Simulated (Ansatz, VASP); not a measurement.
**Two plane-wave programs on Bi3S**

```
Bi S
1.0
     3.83768    0.00000    0.00000
     0.00000    3.83768    0.00000
     0.00000    0.00000    7.77746
Bi S
3 1
Direct
  0.00000 0.00000 0.74742
  0.00000 0.00000 0.25258
  0.50000 0.50000 0.00000
  0.50000 0.50000 0.50000
```

Change from the starting cell: species swapped into the MnFe3 type (P4/mmm, No. 123).

Alike in both runs: task relaxation of cell and atoms; functional PBE; k mesh 4 × 4 × 2; occupations gaussian, width 0.1 eV; no spin polarisation.

|  | VASP | Ansatz |
| --- | --- | --- |
| version | VASP 6.6.1 | Ansatz 0.2.0 |
| potentials or method | VASP PAW PBE potentials, release 64 (Bi_d, S), cutoff 600 eV | scalar-relativistic, plane waves, PAW |
| valence electrons in the cell | 51 | 51 |

Ansatz gave:

| Quantity | Value |
| --- | --- |
| gap on the k mesh at the Fermi level, each at its own relaxed structure (eV) | none |
| relaxed volume (Å³/atom) | 27.33 |
| relaxed cell length with the largest relative difference (Å) | 8.197 |

Problem. Which values does VASP return?

Solution. gap on the k mesh at the Fermi level, each at its own relaxed structure (eV): none; relaxed volume (Å³/atom): 27.30; relaxed cell length with the largest relative difference (Å): 8.150.

A gap of «none» marks a metal or a gap that the smearing closes.

The k mesh is coarse, so the values compare programs but aren't converged. Neither program's run includes spin-orbit coupling.
